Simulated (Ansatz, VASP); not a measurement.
One calculation of Ti, two programs

INCAR

```
SYSTEM = Ti
PREC = Accurate
ENCUT = 520
EDIFF = 1E-7
ISMEAR = -1
SIGMA = 0.05
LREAL = .FALSE.
LASPH = .TRUE.
NELM = 60
ALGO = Normal
ISIF = 2
LWAVE = .FALSE.
LCHARG = .TRUE.
GGA = PS
LELF = .TRUE.
LVHAR = .TRUE.
NBANDS = 12
```

The input KPOINTS:

```
Automatic mesh
0
G
  14 14 14
  0 0 0
```

Contents of POSCAR:

```
Ti
1.0
   -1.6574100000      1.6574100000      1.6410000000
    1.6574100000     -1.6574100000      1.6410000000
    1.6574100000      1.6574100000     -1.6410000000
Ti
1
Direct
    0.0000000000      0.0000000000      0.0000000000
```

Input for Ansatz:

```yaml
crystal:
  lattice:
    - [-1.65741, 1.65741, 1.641]
    - [1.65741, -1.65741, 1.641]
    - [1.65741, 1.65741, -1.641]
  atoms:
    - { symbol: Ti, position: [0.0, 0.0, 0.0] }
kpoints:
  mp_grid: { grid: [14, 14, 14] }
  band_path:
    path:
      - [0.0, 0.0, 0.0]
      - [0.0, 0.0, 0.5]
      - [-0.5, 0.5, 0.5]
      - [0.0, 0.0, 0.0]
      - [0.4950740124, 0.4950740124, -0.4950740124]
      - [-0.4950740124, 0.5049259876, 0.4950740124]
      - [-0.5, 0.5, 0.5]
      - [0.0, 0.0, 0.5]
      - [0.25, 0.25, 0.25]
    npoints: 5
scf:
  occupations: { method: fermi_dirac, width: 0.05 }
hamiltonian:
  xc: pbesol
  pseudopotentials: { kind: all_electron, lapw: { basis_error: 0.00025 } }
output:
  forces: true
  stress: true
  eigenvalues: true
```

Change from the starting cell: equal xx and yy strain of +1 %.

Alike in both runs: task single point; functional PBEsol; k mesh 14 × 14 × 14; occupations fermi-dirac, width 0.05 eV; no spin polarisation.

|  | VASP | Ansatz |
| --- | --- | --- |
| version | VASP 6.6.1 | Ansatz 0.2.0 |
| potentials or method | VASP PAW PBE potentials, release 64 (Ti_sv), cutoff 520 eV | all-electron LAPW, scalar-relativistic |

|  | VASP | Ansatz | Ansatz less VASP |
| --- | --- | --- | --- |
| pressure (GPa) | -8.5 | -8.4 | +0.15 |
| traceless stress, the component that is largest in VASP (GPa) | -0.21 | -0.21 | -0.001 |

VASP's potentials were made for PBE, not for PBEsol. Ansatz ran all-electron here, and VASP with PAW potentials.
